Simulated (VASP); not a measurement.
# TiC (Cmcm) in VASP: further runs

Runs on TiC. Level: PBE. Tasks: single point.

Program: VASP 6.6.1. These are calculated values, not measurements. Logs are shortened: lines on timing, memory, paths and dates and some standing lists are left out, and cuts for length are marked.

### 1 The cell of the first run

It takes space group Cmcm (No. 63, orthorhombic). Conventional cell: a = 4.333 Å, b = 4.333 Å, c = 4.333 Å, α = 90.00°, β = 90.00°, γ = 90.00°. Within 2.6 Å of Ti (site symmetry m2m) lie 6 C at 1.95 to 2.39 Å. C (site symmetry m2m) has 6 Ti at 1.95 to 2.39 Å within 2.6 Å.

### 2 Single point, PBE (atoms displaced along a vibrational mode)

Input file INCAR:

```
ALGO = Normal
EDIFF = 1E-6
ENCUT = 520
GGA = PE
ISIF = 2
ISMEAR = 0
LASPH = T
LCHARG = T
LELF = T
LREAL = F
LVHAR = T
LWAVE = F
NBANDS = 24
NELM = 100
PREC = Accurate
SIGMA = 0.15
```

Input file KPOINTS:

```
k-points
0
Gamma
  20 20 14
```

Input file POSCAR:

```
TiC
1.0
    0.0000000000     -2.1664615256     -2.1664615256
    0.0000000000      2.1664615256     -2.1664615256
    4.3329230512      0.0000000000      0.0000000000
Ti C
2 2
Direct
    0.5605826591      0.4394173409      0.5000000000
    0.9394173409      1.0605826591      0.0000000000
    0.4899361171      0.5100638829      0.0000000000
    0.0100638829     -0.0100638829      0.5000000000
```

Potentials or basis: VASP PAW PBE potentials, release 64 (Ti_sv, C).

Started as:

```
cat potpaw_PBE.64/Ti_sv/POTCAR potpaw_PBE.64/C/POTCAR > POTCAR
mpirun -np 1 vasp_std > vasp.out
```

OUTCAR:

```text
EDIFF = 1E-6
   ENCUT = 520
   GGA = PE
   ISIF = 2
   ISMEAR = 0
   LASPH = T
   LREAL = F
   NELM = 100
   PREC = Accurate

 ion  position               nearest neighbor table
   1  0.561  0.439  0.500-   4 1.95   4 2.18   4 2.18   3 2.19   3 2.19   4 2.39   2 2.72   2 2.72

   2  0.939  0.061  0.000-   3 1.95   3 2.18   3 2.18   4 2.19   4 2.19   3 2.39   1 2.72   1 2.72

   3  0.490  0.510  0.000-   2 1.95   2 2.18   2 2.18   1 2.19   1 2.19   2 2.39
   4  0.010  0.990  0.500-   1 1.95   1 2.18   1 2.18   2 2.19   2 2.19   1 2.39

  LATTYP: Found a simple tetragonal cell.
 ALAT       =     3.0638392719
 C/A-ratio  =     1.4142135624

  Lattice vectors:

 A1 = (   0.0000000000,  -2.1664615256,  -2.1664615256)
 A2 = (   0.0000000000,   2.1664615256,  -2.1664615256)
 A3 = (   4.3329230512,   0.0000000000,   0.0000000000)

Analysis of symmetry for initial positions (statically):
=====================================================================
 Subroutine PRICEL returns:
 Original cell was already a primitive cell.

 Routine SETGRP: Setting up the symmetry group for a
 simple tetragonal supercell.

 Subroutine GETGRP returns: Found  8 space group operations
 (whereof  4 operations were pure point group operations)
 out of a pool of 16 trial point group operations.

The static configuration has the point symmetry C_2v.
 The point group associated with its full space group is D_2h.

Analysis of symmetry for dynamics (positions and initial velocities):
=====================================================================
 Subroutine PRICEL returns:
 Original cell was already a primitive cell.

 Routine SETGRP: Setting up the symmetry group for a
 simple tetragonal supercell.

 Subroutine GETGRP returns: Found  8 space group operations
 (whereof  4 operations were pure point group operations)
 out of a pool of 16 trial point group operations.

The dynamic configuration has the point symmetry C_2v.
 The point group associated with its full space group is D_2h.

 Subroutine INISYM returns: Found  8 space group operations
 (whereof  4 operations are pure point group operations),
 and found     1 'primitive' translations

----------------------------------------------------------------------------------------

                                     Primitive cell

  volume of cell :      40.6736

  direct lattice vectors                    reciprocal lattice vectors
     0.000000000 -2.166461526 -2.166461526     0.000000000 -0.230791082 -0.230791082
     0.000000000  2.166461526 -2.166461526     0.000000000  0.230791082 -0.230791082
     4.332923051  0.000000000  0.000000000     0.230791082  0.000000000  0.000000000

  length of vectors
     3.063839272  3.063839272  4.332923051     0.326387878  0.326387878  0.230791082

  position of ions in fractional coordinates (direct lattice)
     0.560582659  0.439417341  0.500000000
     0.939417341  0.060582659  0.000000000
     0.489936117  0.510063883  0.000000000
     0.010063883  0.989936117  0.500000000

  ion indices of the primitive-cell ions
   primitive index   ion index
                 1           1
                 2           2
                 3           3
                 4           4

----------------------------------------------------------------------------------------

 KPOINTS: k-points

Automatic generation of k-mesh.
 Grid dimensions read from file:
 generate k-points for:   20   20   14

 Generating k-lattice:

  Cartesian coordinates                     Fractional coordinates (reciprocal lattice)
     0.000000000 -0.011539554 -0.011539554     0.050000000  0.000000000  0.000000000
     0.000000000  0.011539554 -0.011539554     0.000000000  0.050000000  0.000000000
     0.016485077  0.000000000  0.000000000     0.000000000  0.000000000  0.071428571

  Length of vectors
     0.016319394  0.016319394  0.016485077

  Shift w.r.t. Gamma in fractional coordinates (k-lattice)
     0.000000000  0.000000000  0.000000000

 Subroutine IBZKPT returns following result:
 ===========================================

 Found    888 irreducible k-points:

 Following reciprocal coordinates:
            Coordinates               Weight
  0.000000  0.000000  0.000000      1.000000
  0.050000  0.000000  0.000000      4.000000
  0.100000  0.000000  0.000000      4.000000
  0.150000  0.000000  0.000000      4.000000
  0.200000  0.000000  0.000000      4.000000
  0.250000  0.000000  0.000000      4.000000
[... 16 lines left out ...]
 -0.050000  0.300000  0.000000      4.000000
  0.350000  0.050000  0.000000      4.000000
 [... further k-points ...]
   k-points           NKPTS =    888   k-points in BZ     NKDIM =    888   number of bands    NBANDS=     24
   number of dos      NEDOS =    301   number of ions     NIONS =      4
   total plane-waves  NPLWV =  18432
   dimension x,y,z NGX =    24 NGY =   24 NGZ =   32
   dimension x,y,z NGXF=    48 NGYF=   48 NGZF=   64
   ions per type =               2   2
   NGX,Y,Z   is equivalent  to a cutoff of  13.02, 13.02, 12.28 a.u.
   NGXF,Y,Z  is equivalent  to a cutoff of  26.05, 26.05, 24.56 a.u.
 SYSTEM =  unknown system
   PREC   = accura    normal or accurate (medium, high low for compatibility)
   ISTART =      0    job   : 0-new  1-cont  2-samecut
   ICHARG =      2    charge: 1-file 2-atom 10-const
   ISPIN  =      1    spin polarized calculation?
   LNONCOLLINEAR =      F non collinear calculations
   LSORBIT =      F    spin-orbit coupling
   LASPH  =      T    aspherical Exc in radial PAW
   ENCUT  =  520.0 eV  38.22 Ry    6.18 a.u.   5.70  5.70  8.06*2*pi/ulx,y,z
   NELM   =    100;   NELMIN=  2; NELMDL= -5     # of ELM steps
   EDIFF  = 0.1E-05   stopping-criterion for ELM
   LREAL  =      F    real-space projection
   EDIFFG = 0.1E-04   stopping-criterion for IOM
   NSW    =      0    number of steps for IOM
   IBRION =     -1    ionic relax: 0-MD 1-quasi-New 2-CG
   NFREE  =      0    steps in history (QN), initial steepest desc. (CG)
   ISIF   =      2    stress and relaxation
   ISYM   =      2    0-nonsym 1-usesym 2-fastsym
   POTIM  = 0.5000    time-step for ionic-motion
   TEBEG  =    0.0;   TEEND  =   0.0 temperature during run
   PSTRESS=    0.0 pullay stress
   NELECT =      32.0000    total number of electrons
   NUPDOWN=      -1.0000    fix difference up-down
   EMIN   =  10.00;   EMAX   =-10.00  energy-range for DOS
   EFERMI =   0.00;   METHOD = LEGACY
   ISMEAR =     0;   SIGMA  =   0.15  broadening in eV -4-tet -1-fermi 0-gaus
   EFERMI_NEDOS =   21; number of points for ismear=-14 and -15
   IALGO  =     38    algorithm
   IMIX   =      4    mixing-type and parameters
     AMIX     =   0.40;   BMIX     =  1.00
     AMIX_MAG =   1.60;   BMIX_MAG =  1.00
  volume/ion in A,a.u.               =      10.17        68.62
  Fermi-wavevector in a.u.,A,eV,Ry     =   1.511311  2.855964 31.076536  2.284061
  Thomas-Fermi vector in A             =   2.621385
   LORBIT       =      0    0 simple, 1 ext, 2 COOP (PROOUT), +10 PAW based schemes
   GGA     = PE    functional components
   LHFCALC =     F    Hartree Fock is set to
   AEXX    =    0.0000 exact exchange contribution
   IVDW    =     0    specifies the selected vdW correction
   LEPSILON=     F    determine dielectric tensor
   LRPA    =     F    only Hartree local field effects (RPA)
 non-spin polarized calculation
 Gauss-broadening in eV      SIGMA  =   0.15
  energy-cutoff  :      520.00
  volume of cell :       40.67
 maximum number of plane-waves:      1136
   NGX = 11   NGY = 11   NGZ = 17

 number of electron      32.0000016 magnetization

 Free energy of the ion-electron system (eV)
  ---------------------------------------------------
  ext. energy  EPLUGINS =         0.00000000
  ---------------------------------------------------
  free energy    TOTEN  =       -36.36271354 eV

  energy without entropy =      -36.35561888  energy(sigma->0) =      -36.35916621

 E-fermi :   9.3238     XC(G=0): -12.6583

 val. band max:        9.3237247785   @ k =  -0.2500   0.3500   0.0000
 cond. band min:       9.3252886867   @ k =  -0.4000   0.4500   0.0714
 fundamental gap:      0.0015639082
 Fermi energy:         9.3238418696

 k-point     1 :       0.0000    0.0000    0.0000
  band No.  band energies     occupation
      1     -47.1753      2.00000
      2     -47.0343      2.00000
      3     -23.7390      2.00000
      4     -23.3758      2.00000
      5     -23.3142      2.00000
      6     -23.2160      2.00000
[... 16 lines left out ...]
     23      12.2832      0.00000
     24      13.3858      0.00000

 k-point     2 :       0.0500    0.0000    0.0000
  band No.  band energies     occupation
      1     -47.1742      2.00000
      2     -47.0342      2.00000
      3     -23.7361      2.00000
      4     -23.3784      2.00000
      5     -23.3171      2.00000
      6     -23.2195      2.00000
[... 16 lines left out ...]
     23      12.4358      0.00000
     24      13.5558      0.00000

 k-point     3 :       0.1000    0.0000    0.0000
  band No.  band energies     occupation
      1     -47.1710      2.00000
      2     -47.0340      2.00000
      3     -23.7276      2.00000
      4     -23.3878      2.00000
      5     -23.3238      2.00000
      6     -23.2324      2.00000
[... 16 lines left out ...]
     23      13.1356      0.00000
     24      13.9381      0.00000
[... 514 lines left out ...]
 k-point    23 :      -0.0500    0.3000    0.0000
  band No.  band energies     occupation
      1     -47.1429      2.00000
      2     -47.0334      2.00000
      3     -23.6501      2.00000
      4     -23.4983      2.00000
      5     -23.4289      2.00000
      6     -23.2855      2.00000
[... 16 lines left out ...]
     23      14.7911      0.00000
     24      14.9742      0.00000

 k-point    24 :       0.3500    0.0500    0.0000
  band No.  band energies     occupation
      1     -47.1358      2.00000
      2     -47.0336      2.00000
      3     -23.6302      2.00000
      4     -23.5303      2.00000
      5     -23.4679      2.00000
      6     -23.2849      2.00000
[... 16 lines left out ...]
     23      14.8069      0.00000
     24      15.0831      0.00000

 [... further k-points ...]

------------------------ aborting loop because EDIFF is reached ----------------------------------------

  FORCE on cell =-STRESS in cart. coord.  units (eV):
  Direction    XX          YY          ZZ          XY          YZ          ZX
  --------------------------------------------------------------------------------------
  -------------------------------------------------------------------------------------
  Total        3.8644999      4.5686591     -0.7638868      0.0000000      0.0000000      0.0000000
  in kB      152.2267389    179.9643187    -30.0903108      0.0000000      0.0000000      0.0000000
  external PRESSURE =     100.7002489 kB  Pullay stress =       0.0000000 kB

 VOLUME and BASIS-vectors are now :
 -----------------------------------------------------------------------------
  energy-cutoff  :      520.00
  volume of cell :       40.67
      direct lattice vectors                 reciprocal lattice vectors
     0.000000000 -2.166461526 -2.166461526     0.000000000 -0.230791082 -0.230791082
     0.000000000  2.166461526 -2.166461526     0.000000000  0.230791082 -0.230791082
     4.332923051  0.000000000  0.000000000     0.230791082  0.000000000  0.000000000

 POSITION                                       TOTAL-FORCE (eV/Angst)
 -----------------------------------------------------------------------------------
      2.16646     -0.26250     -2.16646         0.000000      4.322179      0.000000
      0.00000     -1.90396     -2.16646         0.000000     -4.322179      0.000000
      0.00000      0.04361     -2.16646         0.000000      0.684037      0.000000
      2.16646      2.12286     -2.16646         0.000000     -0.684037      0.000000
 -----------------------------------------------------------------------------------
    total drift:                                0.000000     -0.000000     -0.000000

  FREE ENERGIE OF THE ION-ELECTRON SYSTEM (eV)
  ---------------------------------------------------
  free  energy   TOTEN  =       -36.3627135396 eV

  energy  without entropy=      -36.3556188804  energy(sigma->0) =      -36.35916621
```

Run time: 5.9 min. Hardware: 1 thread of Intel Xeon Platinum 8488C (Sapphire Rapids), shared host; peak memory 0.76 GiB.

What came out:

```yaml
Free_energy: -36.3627 eV
Pressure: 10.1 GPa
Largest_force: 4.322 eV/Å
Band_gap_on_the_k_mesh: zero (bands 16 and 17 overlap by 1.14 eV)
```

Forces on the atoms (eV/Å):
```
Ti   0.000  4.322  0.000
Ti   0.000 -4.322  0.000
C    0.000  0.684  0.000
C    0.000 -0.684  0.000
```

Stress tensor (GPa, compression positive):
```
15.22  0.00  0.00
 0.00 18.00  0.00
 0.00  0.00 -3.01
```

Caveat: the cell differs from its parent crystal (atoms displaced along a vibrational mode); the cell stands under pressure; forces of over 1 eV/Å act on the atoms, so gaps and moduli don't describe the material at rest.

### 3 Single point, PBE (atoms displaced along a vibrational mode)

Input file INCAR:

```
SYSTEM = TiC
PREC = Accurate ; ENCUT = 520
EDIFF = 1E-6 ; ISMEAR = 0
SIGMA = 0.15 ; LREAL = .FALSE.
LASPH = .TRUE. ; NELM = 60
ALGO = Normal ; ISIF = 2
LWAVE = .FALSE. ; LCHARG = .FALSE.
GGA = PE ; NBANDS = 24
```

Input file KPOINTS:

```
Automatic mesh
0
G
  20 20 14
  0 0 0
```

Input file POSCAR:

```
TiC
1.0
    0.0000000000     -2.1664615256     -2.1664615256
    0.0000000000      2.1664615256     -2.1664615256
    4.3329230512      0.0000000000      0.0000000000
Ti C
2 2
Direct
    0.5432733279      0.4567266721      0.5000000000
    0.9567266721      1.0432733279      0.0000000000
    0.4928115122      0.5071884878      0.0000000000
    0.0071884878     -0.0071884878      0.5000000000
```

Potentials or basis: VASP PAW PBE potentials, release 64 (Ti_sv, C).

Started as:

```
cat potpaw_PBE.64/Ti_sv/POTCAR potpaw_PBE.64/C/POTCAR > POTCAR
mpirun -np 1 vasp_std > vasp.out
```

It took 5.8 min on 1 thread of Intel Xeon Platinum 8488C (Sapphire Rapids), shared host; peak memory 0.75 GiB.

The run converged. Its results:

| Item | Value |
| --- | --- |
| Free energy | -36.8945 eV |
| Pressure | 5.3 GPa |
| Largest force | 2.940 eV/Å |
| Band gap on the k mesh | zero (bands 16 and 17 overlap by 1.18 eV) |

Forces on the atoms (eV/Å):
```
Ti   0.000  2.940  0.000
Ti   0.000 -2.940  0.000
C    0.000  0.247  0.000
C    0.000 -0.247  0.000
```

Stress tensor (GPa, compression positive):
```
 8.46  0.00  0.00
 0.00  9.04  0.00
 0.00  0.00 -1.68
```

Levels at points of the mesh, in eV from the Fermi level:
```
           k point  band 13  band 14  band 15  band 16  band 17  band 18  band 19  band 20
(0.00, 0.00, 0.00)    -1.13    -0.33     0.67     0.79     0.92     1.06     1.83     1.88
(0.50, 0.00, 0.00)    -3.23    -2.55    -2.20    -2.14     1.48     2.37     2.92     3.29
(0.50, 0.50, 0.00)    -1.59    -1.47    -0.67    -0.15    -0.01     0.00     2.75     3.08
(0.00, 0.00, 0.50)    -1.57    -1.57    -0.48    -0.48     0.83     0.83     2.46     2.46
(0.50, 0.00, 0.50)    -2.86    -2.86    -2.73    -2.73     2.71     2.71     2.99     2.99
(0.50, 0.50, 0.50)    -2.96    -2.96    -2.70    -2.70     2.79     2.79     2.89     2.89
```

Caveat: the cell differs from its parent crystal (atoms displaced along a vibrational mode); the cell stands under pressure; forces of over 1 eV/Å act on the atoms, so gaps and moduli don't describe the material at rest.
